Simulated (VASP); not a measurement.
Cs, 2 atoms in the cell. Symmetry: Fd-3m, No. 227, cubic system. Conventional cell: a = 11.400 Å, b = 11.400 Å, c = 11.400 Å, α = 90.00°, β = 90.00°, γ = 90.00°. This isn't the form of Cs at room conditions, which is bcc.

- Program: VASP 6.6.1
- Task: single point
- Functional: PBE
- Potentials or basis: VASP PAW PBE potentials, release 64 (Cs_sv)
- Cutoff: 500 eV
- k mesh: 8 × 8 × 8
- Occupations: fermi-dirac, width 0.1 eV
- Spin: no spin polarisation
- Dipole correction: no
- Further INCAR settings: ALGO = Normal; EDIFF = 1e-06; NBANDS = 16

Potentials or basis: VASP PAW PBE potentials, release 64 (Cs_sv).

The run is started by

```sh
$ cat potpaw_PBE.64/Cs_sv/POTCAR > POTCAR
$ mpirun -np 1 vasp_std > vasp.out
```

Hardware: 1 thread of AMD EPYC 7R43 64-Core Processor (Zen 3), on a shared host.

Question: How long does it take, and how much memory?

Answer: Wall time 2.8 min on 1 thread of AMD EPYC 7R43 64-Core Processor (Zen 3), with other jobs on the host, peak memory 0.5 GiB. Counts: scf iterations 12, k points 29.
